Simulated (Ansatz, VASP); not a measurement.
**Al3C2 in VASP and in Ansatz**

```
Al C
1.0
     1.56903    0.90588    6.73935
    -1.56903    0.90588    6.73935
     0.00000   -1.81176    6.73935
Al C
3 2
Direct
  0.00000 0.00000 0.00000
  0.22830 0.22830 0.22830
  0.77170 0.77170 0.77170
  0.39540 0.39540 0.39540
  0.60460 0.60460 0.60460
```

Change from the starting cell: species swapped into the Bi2Se3 type (R-3m, No. 166).

Alike in both runs: functional PBE; k mesh 12 × 12 × 12; occupations gaussian, width 0.1 eV; no spin polarisation.

Ansatz relaxed the structure, and its values are those at the end. VASP's run is a single point on that final structure, the one shown.

|  | VASP | Ansatz |
| --- | --- | --- |
| version | VASP 6.6.1 | Ansatz 0.2.0 |
| potentials or method | VASP PAW PBE potentials, release 64 (Al, C), cutoff 520 eV | scalar-relativistic, plane waves, PAW |
| valence electrons in the cell | 17 | 17 |

Ansatz gave:

* gap on the k mesh at the Fermi level (eV): none
* pressure (GPa): 0.0

Task: Which values does VASP return?

Result: gap on the k mesh at the Fermi level (eV): none; pressure (GPa): -0.1.

A gap of «none» marks a metal or a gap that the smearing closes. The functional is the same, so the differences come from potentials, cutoffs and numerics.
